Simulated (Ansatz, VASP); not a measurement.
## Pt in VASP and in Ansatz

```
Pt
1.0
     0.00000    2.03516    2.03516
     2.03516    0.00000    2.03516
     2.03516    2.03516    0.00000
Pt
1
Cartesian
  0.0000 0.0000 0.0000
```

Alike in both runs: task single point; functional PBEsol; k mesh 23 × 23 × 23; occupations fermi-dirac, width 0.1 eV; no spin polarisation.

|  | VASP | Ansatz |
| --- | --- | --- |
| version | VASP 6.6.1 | Ansatz 0.2.0 |
| potentials or method | VASP PAW PBE potentials, release 64 (Pt), cutoff 520 eV | plane waves (420 eV) with PAW, scalar-relativistic |
| valence electrons in the cell | 10 | 18 |

|  | VASP | Ansatz | Ansatz less VASP |
| --- | --- | --- | --- |
| pressure (GPa) | -24.1 | -23.7 | +0.33 |

VASP's potentials were made for PBE, not for PBEsol, and Ansatz warns of the same on its side. VASP's potentials hold 10 valence electrons a cell and Ansatz's 18, so a difference there can come from the potentials and not from the codes.

Neither program's run includes spin-orbit coupling.
